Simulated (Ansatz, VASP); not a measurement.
Two plane-wave programs on ZrH

```xyz
2
Lattice="-1.6065 1.6985 2.6648 1.6065 -1.6428 2.6283 1.6065 1.6428 -2.6283" Properties=species:S:1:pos:R:3 pbc="T T T"
Zr    0.0000    0.0528   -0.0891
H     0.0000    1.6318    1.4306
```

Alike in both runs: task single point; functional PBEsol; k mesh 16 × 16 × 16; occupations gaussian, width 0.1 eV; no spin polarisation.

```csv
,VASP,Ansatz
version,VASP 6.6.1,Ansatz 0.2.0
potentials or method,"VASP PAW PBE potentials, release 64 (Zr_sv, H), cutoff 520 eV","scalar-relativistic, plane waves, PAW"
valence electrons in the cell,13,13
```

```tsv
	VASP	Ansatz	Ansatz less VASP
gap on the k mesh at the Fermi level (eV)	none	none	-
pressure (GPa)	-8.0	-7.9	+0.01
traceless stress, the component that is largest in VASP (GPa)	7.23	7.22	-0.006
rms of the force components (eV/Å)	0.471	0.469	-0.0017
```

VASP's potentials were made for PBE, not for PBEsol. Atom by atom the forces differ by 0.002 eV/Å (rms over components). A gap of «none» marks a metal or a gap that the smearing closes. With one functional, cell and mesh, what is left measures potentials, basis and numerics.
